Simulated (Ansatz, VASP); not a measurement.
## Mo: VASP beside Ansatz

```
Mo
1.0
     0.00000    1.95910    1.95910
     1.95910    0.00000    1.95910
     1.95910    1.95910    0.00000
Mo
1
Cartesian
  0.0000 0.0000 0.0000
```

Alike in both runs: task single point; functional PBEsol; k mesh 18 × 18 × 18; occupations gaussian, width 0.1 eV; no spin polarisation.

|  | VASP | Ansatz |
| --- | --- | --- |
| version | VASP 6.6.1 | Ansatz 0.2.0 |
| potentials or method | VASP PAW PBE potentials, release 64 (Mo_sv), cutoff 520 eV | scalar-relativistic, plane waves, PAW |
| valence electrons in the cell | 14 | 14 |

Ansatz gave:

- gap on the k mesh at the Fermi level (eV): none
- pressure (GPa): 8.9

Q: Estimate VASP's values.

A: gap on the k mesh at the Fermi level (eV): none; pressure (GPa): 9.5.

VASP's potentials were made for PBE, not for PBEsol. A gap of «none» marks a metal or a gap that the smearing closes.
